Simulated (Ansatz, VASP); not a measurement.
**One calculation of Al4Co, two programs**

```
CELL_PARAMETERS angstrom
-1.74073 1.74073 6.92874
1.74073 -1.74073 6.92874
1.74073 1.74073 -6.92874
ATOMIC_POSITIONS crystal
Al 0.75000 0.25000 0.50000
Al 0.25000 0.75000 0.50000
Al 0.40849 0.40849 0.00000
Al 0.59151 0.59151 0.00000
Co 0.00000 0.00000 0.00000
```

Change from the starting cell: species swapped into the SrGa4 type (I4/mmm, No. 139).

Alike in both runs: functional PBE; k mesh 6 × 6 × 6; occupations gaussian, width 0.2 eV; collinear spin.

Ansatz relaxed the structure, and its values are those at the end. VASP's run is a single point on that final structure, the one shown.

|  | VASP | Ansatz |
| --- | --- | --- |
| version | VASP 6.6.1 | Ansatz 0.2.0 |
| potentials or method | VASP PAW PBE potentials, release 64 (Al, Co), cutoff 520 eV | scalar-relativistic, plane waves, PAW |
| valence electrons in the cell | 21 | 29 |

```tsv
	VASP	Ansatz	Ansatz less VASP
gap on the k mesh at the Fermi level (eV)	none	none	-
pressure (GPa)	0.2	0.2	-0.05
rms of the force components (eV/Å)	0.008	0.008	+0.0003
net moment per atom (μB)	0.22	0.22	+0.007
size of the moment on the site where the two differ most (μB)	1.19	1.24	+0.045
```

Site moments also hang on the region over which each program counts them. A gap of «none» marks a metal or a gap that the smearing closes. VASP's potentials hold 21 valence electrons a cell and Ansatz's 29, so a difference there can come from the potentials and not from the codes.

The k mesh is coarse, so the values compare programs but aren't converged.
